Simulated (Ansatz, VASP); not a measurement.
# P: VASP beside Ansatz

Contents of INCAR:

```
SYSTEM = P
ALGO = Normal
EDIFF = 1E-6
ENCUT = 500
GGA = PS
GGA_COMPAT = .False.
ISIF = 2
ISMEAR = 0
LASPH = .True.
LCHARG = .False.
LREAL = .False.
LWAVE = .False.
NBANDS = 8
NELM = 120
PREC = Accurate
SIGMA = 0.15
```

The input KPOINTS:

```
k-points
0
Gamma
  12 12 12
  0 0 0
```

Contents of POSCAR:

```
P
1.0
    4.2729048574      0.0000000000      0.1335282768
    0.0000000000      4.2729048574      0.0000000000
    0.1368125000      0.0000000000      4.3780000000
P
1
Direct
    0.0000000000      0.0000000000      0.0000000000
```

Input for Ansatz:

```yaml
crystal:
  lattice:
    - [4.2729048574, 0.0, 0.1335282768]
    - [0.0, 4.2729048574, 0.0]
    - [0.1368125, 0.0, 4.378]
  atoms:
    - { symbol: P, position: [0.0, 0.0, 0.0] }
basis:
  ecutwfc: 420
kpoints:
  mp_grid: { grid: [12, 12, 12] }
hamiltonian:
  xc: pbesol
scf:
  occupations: { method: gaussian, width: 0.15 }
output:
  forces: true
  stress: true
  eigenvalues: true
```

Change from the starting cell: strain +0.0625 x Voigt [0, 0, 0, 0, 1, 0], atoms carried along.

Alike in both runs: task single point; functional PBEsol; k mesh 12 × 12 × 12; occupations gaussian, width 0.15 eV; no spin polarisation.

```csv
,VASP,Ansatz
version,VASP 6.6.1,Ansatz 0.2.0
potentials or method,"VASP PAW PBE potentials, release 64 (P), cutoff 500 eV","scalar-relativistic, plane waves, PAW"
valence electrons in the cell,5,5
```

Ansatz gave:

| Property | Result |
| --- | --- |
| gap on the k mesh at the Fermi level (eV) | none |
| pressure (GPa) | -3.8 |
| traceless stress, the component that is largest in VASP (GPa) | 0.28 |

Question: What did VASP give for the same quantities?

Answer: gap on the k mesh at the Fermi level (eV): none; pressure (GPa): -3.9; traceless stress, the component that is largest in VASP (GPa): 0.28.

VASP's potentials were made for PBE, not for PBEsol. A gap of «none» marks a metal or a gap that the smearing closes.
